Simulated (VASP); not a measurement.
Here is a VASP 6.6.1 calculation.

The input INCAR:

```
PREC = Accurate
ENCUT = 520
EDIFF = 1E-6
ISMEAR = 0
SIGMA = 0.15
LREAL = F
LASPH = T
NELM = 100
ALGO = Normal
ISIF = 2
LWAVE = F
LCHARG = F
GGA = PS
NBANDS = 16
```

File KPOINTS:

```
regular mesh
0
Gamma
  18 18 12
```

The input POSCAR:

```
Ir
1.0
    2.8339192314      0.0000000000      0.0000000000
   -1.4169596157      2.4542460467      0.0000000000
    0.0000000000      0.0000000000      4.5961587000
Ir
2
Direct
    0.6666666667      0.3333333333      0.7500000000
    0.3333333333      0.6666666667      0.2500000000
```

Potentials or basis: VASP PAW PBE potentials, release 64 (Ir).

Launch:

```bash
$ cat potpaw_PBE.64/Ir/POTCAR > POTCAR
$ mpirun -np 1 vasp_std > vasp.out
```

Question: Predict the band gap on the k mesh.

Answer: Zero (band 9 reaches 9.11 eV, above the bottom of band 10 at 6.39 eV).

Question: Estimate the pressure.

Answer: -34.3 GPa.

Stress tensor (GPa, compression positive):
```
-34.01   0.00   0.00
  0.00 -34.01   0.00
  0.00   0.00 -34.77
```

Caveat: the cell differs from its parent crystal (strain +0.030 along x and y, +0.030 along z); the PAW data sets were made with another functional, which shifts forces and pressure a little; spin-orbit coupling is left out, which moves the levels of the heavy elements.
